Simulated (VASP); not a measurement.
Input of a VASP 6.6.1 run:

Contents of INCAR:

```
PREC = Accurate
ENCUT = 500
EDIFF = 1E-6
ISMEAR = -4
SIGMA = 0.1
LREAL = F
LASPH = T
NELM = 120
ALGO = Normal
ISIF = 2
LWAVE = F
LCHARG = T
GGA = PE
LELF = T
LVHAR = T
NBANDS = 10
GGA_COMPAT = F
```

File KPOINTS:

```
Automatic mesh
0
Gamma
  10 10 10
```

The input POSCAR:

```
Ir
1.0
    0.0000000000      1.9269646676      1.9269646676
    1.9269646676      0.0000000000      1.9269646676
    1.9269646676      1.9269646676      0.0000000000
Ir
1
Direct
    0.0000000000      0.0000000000      0.0000000000
```

Potentials or basis: VASP PAW PBE potentials, release 64 (Ir).

Run with:

```sh
$ cat potpaw_PBE.64/Ir/POTCAR > POTCAR
$ mpirun -np 1 vasp_std > vasp.out
```

Q: Estimate the pressure.

A: 7.1 GPa.
